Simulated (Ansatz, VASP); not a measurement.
## FeW3C4: VASP beside Ansatz

Contents of POSCAR:

```
FeW3C4
1.0
    0.0000000000      4.2410740000      0.0000000000
    3.2607050000      0.0000000000      0.0000000000
    1.6303520000      2.1205370000     -5.8537140000
Fe W C
1 3 4
Direct
    0.0000000000      0.5000000000      0.0000000000
    0.5000000000      0.0000000000      0.0000000000
    0.8111100000      0.8111100000      0.3777800000
    0.1888900000      0.1888900000      0.6222200000
    0.4598000000      0.6252000000      0.7496000000
    0.7906000000      0.6252000000      0.7496000000
    0.5402000000      0.3748000000      0.2504000000
    0.2094000000      0.3748000000      0.2504000000
```

Contents of INCAR.step1:

```
SYSTEM = FeW3C4
ALGO = Normal ; EDIFF = 1E-4
ENCUT = 520 ; GGA = PE
ISMEAR = 1 ; LASPH = .True.
LCHARG = .False. ; LREAL = .False.
LWAVE = .True. ; NBANDS = 43
NELM = 60 ; PREC = Accurate
SIGMA = 0.0131
```

INCAR.step2

```
SYSTEM = FeW3C4
ALGO = Normal ; EDIFF = 1E-7
ENCUT = 520 ; ISIF = 2
ISMEAR = 1 ; ISTART = 1
LASPH = .True. ; LCHARG = .False.
LMIXTAU = .True. ; LREAL = .False.
LWAVE = .False. ; METAGGA = R2SCAN
NBANDS = 43 ; NELM = 60
PREC = Accurate ; SIGMA = 0.0131
```

Contents of KPOINTS:

```
k-points
0
Gamma
  7 7 7
  0 0 0
```

Input for Ansatz:

```yaml
crystal:
  lattice:
    - [0.0, 4.241074, 0.0]
    - [3.260705, 0.0, 0.0]
    - [1.630352, 2.120537, -5.853714]
  atoms:
    - { symbol: Fe, position: [0.0, 0.5, 0.0] }
    - { symbol: W, position: [0.5, 0.0, 0.0] }
    - { symbol: W, position: [0.81111, 0.81111, 0.37778] }
    - { symbol: W, position: [0.18889, 0.18889, 0.62222] }
    - { symbol: C, position: [0.4598, 0.6252, 0.7496] }
    - { symbol: C, position: [0.7906, 0.6252, 0.7496] }
    - { symbol: C, position: [0.5402, 0.3748, 0.2504] }
    - { symbol: C, position: [0.2094, 0.3748, 0.2504] }
  symmetry: { tolerance: 0.0003 }
kpoints:
  mp_grid: { grid: [7, 7, 7], shift: [0, 0, 0] }
  band_path:
    path:
      - [0.0, 0.0, 0.0]
      - [0.0, 0.0, -0.5]
      - [0.0, 0.46121444, -0.26939278]
      - [0.0, 0.53878556, 0.26939278]
      - [0.0, 0.0, 0.0]
      - [0.56561433, 0.0, 0.28280717]
      - [0.43438567, 0.0, -0.28280717]
      - [0.0, 0.0, -0.5]
      - [0.0, 0.0, 0.0]
      - [0.0, 0.5, 0.0]
      - [0.5, 0.5, 0.25]
    npoints: 6
magnetization:
  spin_polarized: false
scf:
  occupations: { method: cold, width: 0.0131 }
  lower_state_search: "off"
  max_iter: 200
hamiltonian:
  pseudopotentials: { kind: paw }
  xc: r2scan
basis:
  ecutwfc: 500
  fft_grid_basis: typed
output:
  forces: true
  stress: true
  eigenvalues: true
  bader: true
  populations: true
  elf: true
  write_potential: true
  volumetric_format: npy
  dos:
    e_range: [-12, 8]
    de: 0.05
    projected: { site_lists: { C: [C], Fe: [Fe], W: [W] } }
checkpoint:
  read: saved_state
```

Alike in both runs: task single point; functional r2SCAN; k mesh 7 × 7 × 7; no spin polarisation.

|  | VASP | Ansatz |
| --- | --- | --- |
| version | VASP 6.6.1 | Ansatz 0.2.0 |
| potentials or method | VASP PAW PBE potentials, release 64 (Fe, W_sv, C), cutoff 520 eV | PAW plane waves |
| occupations | methfessel-paxton of order 1, width 0.0131 eV | cold, width 0.0131 eV |
| valence electrons in the cell | 66 | 74 |

```tsv
	VASP	Ansatz	Ansatz less VASP
pressure (GPa)	-9.9	-11.5	-1.60
traceless stress, the component that is largest in VASP (GPa)	13.21	13.08	-0.130
rms of the force components (eV/Å)	0.851	0.817	-0.0339
```

VASP's potentials were made for PBE, not for r2SCAN. Atom by atom the forces differ by 0.034 eV/Å (rms over components). VASP's potentials hold 66 valence electrons a cell and Ansatz's 74, so a difference there can come from the potentials and not from the codes.

Spin-orbit coupling is off throughout.
